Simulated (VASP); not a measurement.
NiTe2 (Melonite): single point with LDA

Crystal: NiTe2 (Melonite).

```
CELL_PARAMETERS angstrom
3.92431 0.00000 0.00000
-1.96215 3.39854 0.00000
0.00000 0.00000 5.38385
ATOMIC_POSITIONS crystal
Ni 0.00000 0.00000 0.00000
Te 0.33333 0.66667 0.25000
Te 0.66667 0.33333 0.75000
```

```
Program             : VASP 6.6.1
Task                : single point
Functional          : LDA
Potentials or basis : VASP PAW LDA potentials, release 64 (Ni, Te)
Cutoff              : 520 eV
k mesh              : 9 × 9 × 6
Occupations         : fermi-dirac, width 0.1 eV
Spin                : collinear spin, ferromagnetic start
Starting moments    : [1.5, 0.0, 0.0] μB
```

```yaml
Pressure: -8.4 GPa
Largest_force: 0.647 eV/Å
Band_gap_on_the_k_mesh: zero (filled and empty bands overlap)
Net_moment: 0.00 μB per cell
Valence_electrons_inside_the_program's_atomic_spheres: Ni 9.25; Te 3.31
```

Forces on the atoms (eV/Å):
```
Ni   0.000  0.000  0.000
Te   0.000  0.000 -0.647
Te   0.000  0.000  0.647
```

Stress tensor (GPa, compression positive):
```
-8.51  0.00  0.00
 0.00 -8.51  0.00
 0.00  0.00 -8.05
```

Levels at points of the mesh, in eV from the Fermi level:
Spin up:
| k point | band 8 | band 9 | band 10 | band 11 | band 12 | band 13 | band 14 | band 15 |
| --- | --- | --- | --- | --- | --- | --- | --- | --- |
| (0.00, 0.00, 0.00) | -1.52 | 0.28 | 0.28 | 0.87 | 0.87 | 2.09 | 3.62 | 5.05 |
| (0.00, 0.00, 0.50) | -1.75 | -0.80 | -0.24 | -0.24 | 1.54 | 1.54 | 4.61 | 5.41 |
Spin down:
```tsv
k point	band 9	band 10	band 11	band 12	band 13	band 14
(0.00, 0.00, 0.00)	0.28	0.28	0.87	0.87	2.09	3.62
(0.00, 0.00, 0.50)	-0.80	-0.24	-0.24	1.54	1.54	4.61
```

Run time: 100 s on 1 thread of Intel(R) Xeon(R) 6975P-C (Granite Rapids), on a shared host, peak memory 0.27 GiB.

Caveat: the starting moments collapsed, and a magnetic state may lie lower; spin-orbit coupling is left out, which moves the levels of the heavy elements.
